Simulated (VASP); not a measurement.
As:

```
As
1.0
     1.87975    1.08527    3.48577
    -1.87975    1.08527    3.48577
     0.00000   -2.17055    3.48577
As
2
Direct
  0.22754 0.22754 0.22754
  0.77246 0.77246 0.77246
```

Program: VASP 6.6.1. Alike in all runs: no spin polarisation; cell as given; k mesh 11 × 11 × 11; cutoff (eV) 520; smearing fermi-dirac 0.03 eV.

Order these runs on this cell by their pressure, lowest first.
A. level LDA; potentials or basis VASP PAW LDA potentials, release 64 (As)
B. level r2SCAN; potentials or basis VASP PAW PBE potentials, release 64 (As)
C. level PBE; potentials or basis VASP PAW PBE potentials, release 64 (As)

A (-1.1 GPa), B (1.8 GPa), C (3.9 GPa).

Caveats: the PAW data sets were made with another functional, which shifts forces and pressure a little (some runs).
